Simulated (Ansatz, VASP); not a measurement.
MgO: VASP beside Ansatz

```
CELL_PARAMETERS angstrom
3.59170 0.00000 0.00000
-1.79585 3.11050 0.00000
0.00000 0.00000 4.40900
ATOMIC_POSITIONS crystal
Mg 0.66667 0.33333 0.75000
Mg 0.33333 0.66667 0.25000
O 0.66667 0.33333 0.25000
O 0.33333 0.66667 0.75000
```

Alike in both runs: task single point; functional PBE; k mesh 9 × 9 × 6; occupations gaussian, width 0.05 eV; no spin polarisation.

```csv
,VASP,Ansatz
version,VASP 6.6.1,Ansatz 0.2.0
potentials or method,"VASP PAW PBE potentials, release 64 (Mg, O), cutoff 520 eV","scalar-relativistic, plane waves, PAW"
valence electrons in the cell,16,32
```

VASP gave:

```
gap on the k mesh at the Fermi level (eV)                     : 2.83
least direct gap on the mesh (eV)                             : 2.83
pressure (GPa)                                                : -8.9
traceless stress, the component that is largest in VASP (GPa) : -1.46
```

Question: Which values does Ansatz return?

Answer: gap on the k mesh at the Fermi level (eV): 2.86; least direct gap on the mesh (eV): 2.86; pressure (GPa): -8.3; traceless stress, the component that is largest in VASP (GPa): -1.38.

With one functional, cell and mesh, what is left measures potentials, basis and numerics. VASP's potentials hold 16 valence electrons a cell and Ansatz's 32, so a difference there can come from the potentials and not from the codes.
